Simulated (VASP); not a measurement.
# H6C2O in VASP: a series of runs

Runs on H6C2O. Level: r2SCAN. Tasks: single point.

Program: VASP 6.6.1. These are calculated values, not measurements. Logs are shortened: lines on timing, memory, paths and dates and some standing lists are left out, and cuts for length are marked.

## Step 1: The cell of the first run

The cell holds a disordered packing, 36 atoms: a = 7.294 Å, b = 7.294 Å, c = 7.294 Å, α = 90.00°, β = 90.00°, γ = 90.00°.

## Step 2: Single point, r2SCAN

File POSCAR:

```
H6C2O
1.0
    7.2936330000      0.0000000000      0.0000000000
    0.0000000000      7.2936330000      0.0000000000
    0.0000000000      0.0000000000      7.2936330000
C O H
8 4 24
Direct
    0.3467407806      0.1290029263      0.3530065195
    0.3901210823      0.3000425165      0.4734129068
    0.7626651903      0.8363458924      0.8321778735
    0.6181830098      0.9796215411      0.8785882152
    0.8476708384      0.1401633452      0.4114821790
    0.8496862949      0.2611181561      0.2388795817
    0.3080769213      0.5293521075     -0.0481104547
    0.2920355329      0.6709550645      0.1008413777
    0.2133093343      0.3869950682      0.5098145190
    0.4528470242      0.9546545597      0.7773218093
    0.9845710636      0.1974461835      0.1152374955
    0.1978849224      0.8205650051      0.0278462050
    0.2318460498      0.4962821683      0.5831661670
    0.4648712103      0.2665612597      0.5908989388
    0.4672294315      0.3951802894      0.3900525294
    0.4690666503      0.0666471702      0.2927347729
    0.2945445706      0.0254879838      0.4410970500
    0.2691799820      0.1771956445      0.2396062429
    0.3513201171      0.9300577641      0.8643017821
    0.5877317929      0.9794295929      1.0230018428
    0.6696936904      1.1180025099      0.8321504523
    0.8774091046      0.8668245304      0.9222015969
    0.7128409121      0.7040250037      0.8686480386
    0.7886741765      0.8425979207      0.6865302929
    0.9562312773      0.2595140172      0.0021662730
    0.7208616063      0.2825615163      0.1664191220
    0.8938481001      0.3925615671      0.2953123635
    0.7424146512      0.1991188753      0.4983113354
    0.7980247978      0.0092683578      0.3742716421
    0.9741235952      0.1419457217      0.4949111095
    0.1366397240      0.8989484390      0.1115356366
    0.2280893486      0.6045272637      0.2167918238
    0.4284147557      0.7186816227      0.1436595452
    0.3860764587      0.4076843461      0.0059229742
    0.1785255715      0.4853411188     -0.1118372696
    0.3805373810      0.5797796516     -0.1707790891
```

File INCAR.step1:

```
PREC = Accurate
ENCUT = 580
ISMEAR = -1
SIGMA = 0.02
LREAL = Auto
LASPH = T
NELM = 120
NBANDS = 64
GGA = PE
ALGO = Normal
EDIFF = 1E-5
LWAVE = T
LCHARG = F
GGA_COMPAT = F
```

File INCAR.step2:

```
PREC = Accurate
ENCUT = 580
EDIFF = 1E-6
ISMEAR = -1
SIGMA = 0.02
LREAL = Auto
LASPH = T
NELM = 120
ALGO = Normal
ISIF = 2
LWAVE = F
LCHARG = F
METAGGA = R2SCAN
LMIXTAU = T
NBANDS = 64
ISTART = 1
GGA_COMPAT = F
```

File KPOINTS:

```
regular mesh
0
Gamma
  1 1 1
```

Potentials or basis: VASP PAW PBE potentials, release 64 (C, O, H).

Run with:

```
> cat potpaw_PBE.64/C/POTCAR potpaw_PBE.64/O/POTCAR potpaw_PBE.64/H/POTCAR > POTCAR
> cp INCAR.step1 INCAR
> mpirun -np 1 vasp_gam > vasp.out
> cp INCAR.step2 INCAR
> mpirun -np 1 vasp_gam > vasp.out
```

OUTCAR:

```text
PREC = Accurate
   ENCUT = 580
   EDIFF = 1E-6
   ISMEAR = -1
   LREAL = Auto
   LASPH = T
   NELM = 120
   ISIF = 2
   METAGGA = R2SCAN
   ISTART = 1

 ion  position               nearest neighbor table
   1  0.347  0.129  0.353-  18 1.06  17 1.06  16 1.09   2 1.56
   2  0.390  0.300  0.473-  14 1.04  15 1.08   9 1.46   1 1.56
   3  0.763  0.836  0.832-  23 1.07  24 1.08  22 1.09   4 1.52
   4  0.618  0.980  0.879-  20 1.08  21 1.13  10 1.43   3 1.52
   5  0.848  0.140  0.411-  29 1.06  28 1.08  30 1.11   6 1.54
   6  0.850  0.261  0.239-  26 1.09  27 1.09  11 1.41   5 1.54
   7  0.308  0.529  0.952-  35 1.10  36 1.10  34 1.13   8 1.50
   8  0.292  0.671  0.101-  32 1.08  33 1.10  12 1.39   7 1.50
   9  0.213  0.387  0.510-  13 0.97   2 1.46
  10  0.453  0.955  0.777-  19 0.99   4 1.43
  11  0.985  0.197  0.115-  25 0.96   6 1.41
  12  0.198  0.821  0.028-  31 0.95   8 1.39
  13  0.232  0.496  0.583-   9 0.97
  14  0.465  0.267  0.591-   2 1.04
  15  0.467  0.395  0.390-   2 1.08
  16  0.469  0.067  0.293-   1 1.09
  17  0.295  0.025  0.441-   1 1.06
  18  0.269  0.177  0.240-   1 1.06
[... 16 lines left out ...]
  35  0.179  0.485  0.888-   7 1.10
  36  0.381  0.580  0.829-   7 1.10

  LATTYP: Found a simple cubic cell.
 ALAT       =     7.2936330000

  Lattice vectors:

 A1 = (   7.2936330000,   0.0000000000,   0.0000000000)
 A2 = (   0.0000000000,   7.2936330000,   0.0000000000)
 A3 = (   0.0000000000,   0.0000000000,   7.2936330000)

Analysis of symmetry for initial positions (statically):
=====================================================================
 Subroutine PRICEL returns:
 Original cell was already a primitive cell.

 Routine SETGRP: Setting up the symmetry group for a
 simple cubic supercell.

 Subroutine GETGRP returns: Found  1 space group operations
 (whereof  1 operations were pure point group operations)
 out of a pool of 48 trial point group operations.

The static configuration has the point symmetry C_1 .

Analysis of symmetry for dynamics (positions and initial velocities):
=====================================================================
 Subroutine PRICEL returns:
 Original cell was already a primitive cell.

 Routine SETGRP: Setting up the symmetry group for a
 simple cubic supercell.

 Subroutine GETGRP returns: Found  1 space group operations
 (whereof  1 operations were pure point group operations)
 out of a pool of 48 trial point group operations.

The dynamic configuration has the point symmetry C_1 .

 Subroutine INISYM returns: Found  1 space group operations
 (whereof  1 operations are pure point group operations),
 and found     1 'primitive' translations

----------------------------------------------------------------------------------------

                                     Primitive cell

  volume of cell :     388.0000

  direct lattice vectors                    reciprocal lattice vectors
     7.293633000  0.000000000  0.000000000     0.137105884  0.000000000  0.000000000
     0.000000000  7.293633000  0.000000000     0.000000000  0.137105884  0.000000000
     0.000000000  0.000000000  7.293633000     0.000000000  0.000000000  0.137105884

  length of vectors
     7.293633000  7.293633000  7.293633000     0.137105884  0.137105884  0.137105884

  position of ions in fractional coordinates (direct lattice)
     0.346740781  0.129002926  0.353006519
     0.390121082  0.300042516  0.473412907
     0.762665190  0.836345892  0.832177874
     0.618183010  0.979621541  0.878588215
     0.847670838  0.140163345  0.411482179
     0.849686295  0.261118156  0.238879582
[... 28 lines left out ...]
     0.178525572  0.485341119  0.888162730
     0.380537381  0.579779652  0.829220911

  ion indices of the primitive-cell ions
   primitive index   ion index
                 1           1
                 2           2
                 3           3
                 4           4
                 5           5
                 6           6
[... 28 lines left out ...]
                35          35
                36          36

----------------------------------------------------------------------------------------

 KPOINTS: regular mesh

Automatic generation of k-mesh.
 Grid dimensions read from file:
 generate k-points for:    1    1    1

 Generating k-lattice:

  Cartesian coordinates                     Fractional coordinates (reciprocal lattice)
     0.137105884  0.000000000  0.000000000     1.000000000  0.000000000  0.000000000
     0.000000000  0.137105884  0.000000000     0.000000000  1.000000000  0.000000000
     0.000000000  0.000000000  0.137105884     0.000000000  0.000000000  1.000000000

  Length of vectors
     0.137105884  0.137105884  0.137105884

  Shift w.r.t. Gamma in fractional coordinates (k-lattice)
     0.000000000  0.000000000  0.000000000

 Subroutine IBZKPT returns following result:
 ===========================================

 Found      1 irreducible k-points:

 Following reciprocal coordinates:
            Coordinates               Weight
  0.000000  0.000000  0.000000      1.000000
   k-points           NKPTS =      1   k-points in BZ     NKDIM =      1   number of bands    NBANDS=     64
   number of dos      NEDOS =    301   number of ions     NIONS =     36
   total plane-waves  NPLWV = 216000
   dimension x,y,z NGX =    60 NGY =   60 NGZ =   60
   dimension x,y,z NGXF=   120 NGYF=  120 NGZF=  120
   ions per type =               8   4  24
   NGX,Y,Z   is equivalent  to a cutoff of  13.68, 13.68, 13.68 a.u.
   NGXF,Y,Z  is equivalent  to a cutoff of  27.35, 27.35, 27.35 a.u.
 SYSTEM =  unknown system
   PREC   = accura    normal or accurate (medium, high low for compatibility)
   ISTART =      1    job   : 0-new  1-cont  2-samecut
   ICHARG =      0    charge: 1-file 2-atom 10-const
   ISPIN  =      1    spin polarized calculation?
   LNONCOLLINEAR =      F non collinear calculations
   LSORBIT =      F    spin-orbit coupling
   LASPH  =      T    aspherical Exc in radial PAW
   ENCUT  =  580.0 eV  42.63 Ry    6.53 a.u.  14.32 14.32 14.32*2*pi/ulx,y,z
   NELM   =    120;   NELMIN=  2; NELMDL=  0     # of ELM steps
   EDIFF  = 0.1E-05   stopping-criterion for ELM
   LREAL  =      T    real-space projection
   EDIFFG = 0.1E-04   stopping-criterion for IOM
   NSW    =      0    number of steps for IOM
   IBRION =     -1    ionic relax: 0-MD 1-quasi-New 2-CG
   NFREE  =      0    steps in history (QN), initial steepest desc. (CG)
   ISIF   =      2    stress and relaxation
   ISYM   =      2    0-nonsym 1-usesym 2-fastsym
   POTIM  = 0.5000    time-step for ionic-motion
   TEBEG  =    0.0;   TEEND  =   0.0 temperature during run
   PSTRESS=    0.0 pullay stress
   NELECT =      80.0000    total number of electrons
   NUPDOWN=      -1.0000    fix difference up-down
   EMIN   =  10.00;   EMAX   =-10.00  energy-range for DOS
   EFERMI =   0.00;   METHOD = LEGACY
   ISMEAR =    -1;   SIGMA  =   0.02  broadening in eV -4-tet -1-fermi 0-gaus
   EFERMI_NEDOS =   21; number of points for ismear=-14 and -15
   IALGO  =     38    algorithm
   IMIX   =      4    mixing-type and parameters
     AMIX     =   0.40;   BMIX     =  1.00
     AMIX_MAG =   1.60;   BMIX_MAG =  1.00
  volume/ion in A,a.u.               =      10.78        72.73
  Fermi-wavevector in a.u.,A,eV,Ry     =   0.967151  1.827650 12.726630  0.935381
  Thomas-Fermi vector in A             =   2.097013
   LORBIT       =      0    0 simple, 1 ext, 2 COOP (PROOUT), +10 PAW based schemes
   METAGGA = R2SCAN    functional components
   LHFCALC =     F    Hartree Fock is set to
   AEXX    =    0.0000 exact exchange contribution
   IVDW    =     0    specifies the selected vdW correction
   LEPSILON=     F    determine dielectric tensor
   LRPA    =     F    only Hartree local field effects (RPA)
 non-spin polarized calculation
  energy-cutoff  :      580.00
  volume of cell :      388.00
 maximum number of plane-waves:      6147
 NGX is ok and might be reduce to    60
   NGX = 29   NGY = 29   NGZ = 29

 number of electron      80.0000005 magnetization

 Free energy of the ion-electron system (eV)
  ---------------------------------------------------
  ext. energy  EPLUGINS =         0.00000000
  ---------------------------------------------------
  free energy    TOTEN  =      -198.48218802 eV

  energy without entropy =     -198.48218802  energy(sigma->0) =     -198.48218802

 E-fermi :  -2.5273     XC(G=0):  -6.6275

 val. band max:       -3.0590265245   @ k =   0.0000   0.0000   0.0000
 cond. band min:       2.1387443144   @ k =   0.0000   0.0000   0.0000
 fundamental gap:      5.1977708389
 Fermi energy:        -2.5273060593

 k-point     1 :       0.0000    0.0000    0.0000
  band No.  band energies     occupation
      1     -24.4960      2.00000
      2     -24.2122      2.00000
      3     -23.4986      2.00000
      4     -23.1396      2.00000
      5     -16.7951      2.00000
      6     -16.5128      2.00000
[... 44 lines left out ...]
     51       5.5974      0.00000
     52       5.9145      0.00000
 [bands above 52 left out]

------------------------ aborting loop because EDIFF is reached ----------------------------------------

  FORCE on cell =-STRESS in cart. coord.  units (eV):
  Direction    XX          YY          ZZ          XY          YZ          ZX
  --------------------------------------------------------------------------------------
  -------------------------------------------------------------------------------------
  Total        4.8692989      1.2188698      0.8274495      1.7059102     -0.4002806     -2.1401188
  in kB       20.1069082      5.0331072      3.4168062      7.0442544     -1.6528880     -8.8372420
  external PRESSURE =       9.5189405 kB  Pullay stress =       0.0000000 kB

 VOLUME and BASIS-vectors are now :
 -----------------------------------------------------------------------------
  energy-cutoff  :      580.00
  volume of cell :      388.00
      direct lattice vectors                 reciprocal lattice vectors
     7.293633000  0.000000000  0.000000000     0.137105884  0.000000000  0.000000000
     0.000000000  7.293633000  0.000000000     0.000000000  0.137105884  0.000000000
     0.000000000  0.000000000  7.293633000     0.000000000  0.000000000  0.137105884

 POSITION                                       TOTAL-FORCE (eV/Angst)
 -----------------------------------------------------------------------------------
      2.52900      0.94090      2.57470         1.854555      1.158279      0.826339
      2.84540      2.18840      3.45290        -1.552814     -0.102763     -2.497209
      5.56260      6.10000      6.06960        -0.571910      1.143969      0.637161
      4.50880      7.14500      6.40810         0.051381      0.686600     -1.377767
      6.18260      1.02230      3.00120        -0.515035      1.282327     -0.310080
      6.19730      1.90450      1.74230         0.986726      0.415313      1.891056
[... 28 lines left out ...]
      1.30210      3.53990      6.47793        -0.132994     -0.062039      0.846141
      2.77550      4.22870      6.04803         0.371806      0.226200      0.470686
 -----------------------------------------------------------------------------------
    total drift:                               -0.000461      0.002920      0.003331

  FREE ENERGIE OF THE ION-ELECTRON SYSTEM (eV)
  ---------------------------------------------------
  free  energy   TOTEN  =      -198.4821880157 eV

  energy  without entropy=     -198.4821880157  energy(sigma->0) =     -198.48218802
```

Run time: 3.4 min. Hardware: 1 thread of AMD EPYC 7R43 (Zen 3), shared host; peak memory 0.49 GiB.

What came out:

| Quantity | Value |
| --- | --- |
| Free energy | -198.4822 eV |
| Pressure | 1.0 GPa |
| Largest force | 2.942 eV/Å |
| Band gap on the k mesh | 5.20 eV |

Forces on the atoms (eV/Å):
```
C    1.855  1.158  0.826
C   -1.553 -0.103 -2.497
C   -0.572  1.144  0.637
C    0.051  0.687 -1.378
C   -0.515  1.282 -0.310
C    0.987  0.415  1.891
C    0.872 -1.053 -0.827
C    0.731 -0.490 -0.180
O    0.387 -0.280  0.320
O   -0.789 -0.313  0.363
O    0.047 -0.323 -0.764
O   -0.514  0.486 -1.236
H    0.134 -0.240 -0.122
H    0.570 -0.418  1.669
H    0.545  0.410 -0.199
H    0.313  0.327  0.233
H   -1.051 -0.692  0.262
H   -1.116 -0.139 -0.437
H    0.542  0.002 -0.502
H    0.041  0.221  0.628
H   -0.003 -0.579  0.690
H    0.525 -0.103 -0.498
H   -0.373 -1.019  0.137
H    0.508 -0.075 -0.207
H    0.400 -0.172 -0.292
H   -0.421 -0.422  0.293
H   -0.022  0.599 -0.310
H   -0.221  0.051  0.314
H   -0.030 -1.514 -0.058
H   -0.279 -0.068 -0.821
H   -0.276  0.534  0.918
H   -0.518  0.159  0.528
H    0.143 -0.271  0.093
H   -0.637  0.634 -0.482
H   -0.133 -0.062  0.846
H    0.372  0.226  0.471
```

Levels at points of the mesh, in eV from the valence-band top:
```
           k point  band 36  band 37  band 38  band 39  band 40  band 41  band 42  band 43  band 44  band 45
(0.00, 0.00, 0.00)    -1.65    -0.85    -0.53    -0.44     0.00     5.20     6.43     6.81     6.89     7.20
```

Caveat: the k points lie up to 0.86 Å⁻¹ apart; the atoms stand as in a frame of molecular dynamics; the PAW data sets were made with another functional, which shifts forces and pressure a little.

## Step 3: Single point, r2SCAN

File POSCAR:

```
H6C2O
1.0
    7.2936330000      0.0000000000      0.0000000000
    0.0000000000      7.2936330000      0.0000000000
    0.0000000000      0.0000000000      7.2936330000
C O H
8 4 24
Direct
    0.3502095595      0.1324991263      0.3531573360
    0.3886951811      0.3016192342      0.4732895116
    0.7603206797      0.8341659088      0.8309164994
    0.6151666803      0.9753849693      0.8760791776
    0.8445174031      0.1445370229      0.4110160190
    0.8487265537      0.2559355537      0.2388384499
    0.3129578908      0.5326152276     -0.0465063159
    0.2922274811      0.6703792198      0.1013075377
    0.2183274097      0.3872281482      0.5141470650
    0.4488572430      0.9542569526      0.7781992870
    0.9873131812      0.1996261671      0.1108912390
    0.1949234353      0.8200988451      0.0304923486
    0.2447202923      0.5151616485      0.5643003973
    0.4672431421      0.2648748573      0.6053636096
    0.4643776291      0.4025154542      0.3924793035
    0.4682851468      0.0640284478      0.2975746106
    0.2781604174      0.0283397862      0.4368056358
    0.2594591749      0.1785118610      0.2402780617
    0.3519508042      0.9490332184      0.8704578363
    0.5874712917      0.9699144446      1.0228098946
    0.6786604152      1.1037297873      0.8378129253
    0.8871847542      0.8773405517      0.9019647684
    0.7191340721      0.6939614318      0.8695940692
    0.8080609485      0.8484934737      0.6864754506
    0.9614001692      0.2390441087     -0.0094877272
    0.7180783568      0.2578001937      0.1697645056
    0.8871162012      0.3954819224      0.2785443139
    0.7531500420      0.2107180331      0.5072506390
    0.8004241508     -0.0009186094      0.3829093128
    0.9815410235      0.1441942582      0.4730015892
    0.1424667241      0.8946158931      0.1217637356
    0.2142279437      0.6032247578      0.2080581790
    0.4278389110      0.7098657144      0.1530787195
    0.3841981081      0.4199553227      0.0136146143
    0.1778948845      0.4821191305     -0.0784794080
    0.4077803202      0.5756253434     -0.1548336748
```

File INCAR.step1:

```
SYSTEM = H6C2O
PREC = Accurate ; ENCUT = 580
ISMEAR = -1 ; SIGMA = 0.02
LREAL = Auto ; LASPH = .True.
NELM = 120 ; NBANDS = 64
GGA = PE ; ALGO = Normal
EDIFF = 1E-5 ; LWAVE = .True.
LCHARG = .False. ; GGA_COMPAT = .False.
```

File INCAR.step2:

```
SYSTEM = H6C2O
PREC = Accurate ; ENCUT = 580
EDIFF = 1E-6 ; ISMEAR = -1
SIGMA = 0.02 ; LREAL = Auto
LASPH = .True. ; NELM = 120
ALGO = Normal ; ISIF = 2
LWAVE = .False. ; LCHARG = .True.
METAGGA = R2SCAN ; LMIXTAU = .True.
LELF = .True. ; LVHAR = .True.
NBANDS = 64 ; ISTART = 1
GGA_COMPAT = .False.
```

File KPOINTS:

```
regular mesh
0
Gamma
  1 1 1
  0 0 0
```

Potentials or basis: VASP PAW PBE potentials, release 64 (C, O, H).

Run with:

```
> cat potpaw_PBE.64/C/POTCAR potpaw_PBE.64/O/POTCAR potpaw_PBE.64/H/POTCAR > POTCAR
> cp INCAR.step1 INCAR
> mpirun -np 1 vasp_gam > vasp.out
> cp INCAR.step2 INCAR
> mpirun -np 1 vasp_gam > vasp.out
```

Wall time 3.6 min (1 thread of AMD EPYC 7R43 (Zen 3), shared host); peak memory 0.5 GiB.

It converged, with:

```
Free energy            : -198.5441 eV
Pressure               : 0.5 GPa
Largest force          : 2.365 eV/Å
Band gap on the k mesh : 5.27 eV
```

Forces on the atoms (eV/Å):
```
C   -1.177  0.457  0.628
C    0.983 -0.532  0.333
C    0.878  0.352 -0.403
C    0.298 -0.601 -0.191
C    0.594 -1.323 -0.412
C    0.523  1.041 -0.181
C    0.790 -0.272  0.043
C    0.397 -0.197  0.294
O   -0.228  1.995  1.066
O   -0.254 -0.031  0.110
O    0.545 -1.291  1.114
O    0.104  0.365 -1.347
H   -0.410 -2.214 -0.724
H   -0.752  0.298 -1.307
H    0.641 -0.080  0.003
H    0.632  0.125 -0.061
H    0.090  0.302 -0.245
H    0.341 -0.330  0.378
H   -0.073 -0.281 -0.362
H    0.046  0.284  0.207
H   -0.025  0.916  0.168
H   -0.444 -0.504  0.286
H    0.290  0.236 -0.284
H   -0.743 -0.530  0.355
H   -0.463  0.430 -0.901
H   -0.600  0.018 -0.153
H   -0.325  0.294  0.063
H   -0.316 -0.086  0.157
H    0.187  0.900  0.306
H   -0.258 -0.059 -0.050
H   -0.505  0.886  1.094
H   -0.145  0.013  0.662
H   -0.003  0.205  0.203
H    0.379 -1.005  0.463
H   -0.194 -0.021 -0.943
H   -0.804  0.240 -0.367
```

Stress tensor (GPa, compression positive):
```
 1.20 -1.13  0.16
-1.13 -0.13 -0.04
 0.16 -0.04  0.33
```

Levels at points of the mesh, in eV from the valence-band top:
```csv
k point,band 37,band 38,band 39,band 40,band 41,band 42,band 43,band 44
"(0.00, 0.00, 0.00)",-0.74,-0.55,-0.25,0.00,5.27,6.39,6.85,6.95
```

Caveat: the k points lie up to 0.86 Å⁻¹ apart; the atoms stand as in a frame of molecular dynamics; the PAW data sets were made with another functional, which shifts forces and pressure a little.
